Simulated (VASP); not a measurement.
A run of VASP 6.6.1 is set up as follows.

Contents of INCAR:

```
SYSTEM = BP
PREC = Accurate
ENCUT = 500
EDIFF = 1E-6
ISMEAR = 0
SIGMA = 0.02
LREAL = .False.
LASPH = .True.
NELM = 120
ALGO = Normal
ISIF = 2
LWAVE = .False.
LCHARG = .False.
GGA = PS
NBANDS = 11
GGA_COMPAT = .False.
```

KPOINTS

```
Automatic mesh
0
Gamma
  10 10 10
  0 0 0
```

File POSCAR:

```
BP
1.0
    0.0000000000      2.2375332127      2.2661946064
    2.2375332127      0.0000000000      2.2661946064
    2.2375332127      2.2375332127      0.0000000000
B P
1 1
Direct
    0.0000000000      0.0000000000      0.0000000000
    0.2500000000      0.2500000000      0.2500000000
```

Potentials or basis: VASP PAW PBE potentials, release 64 (B, P).

Launch:

```bash
$ cat potpaw_PBE.64/B/POTCAR potpaw_PBE.64/P/POTCAR > POTCAR
$ mpirun -np 1 vasp_std > vasp.out
```

(1) Predict the band gap on the k mesh.

(2) Predict the pressure.

Results:

(1) 1.00 eV, indirect (least direct gap 3.34 eV).

(2) 3.1 GPa.

Caveat: the cell differs from its parent crystal (strained cell); the PAW data sets were made with another functional, which shifts forces and pressure a little.
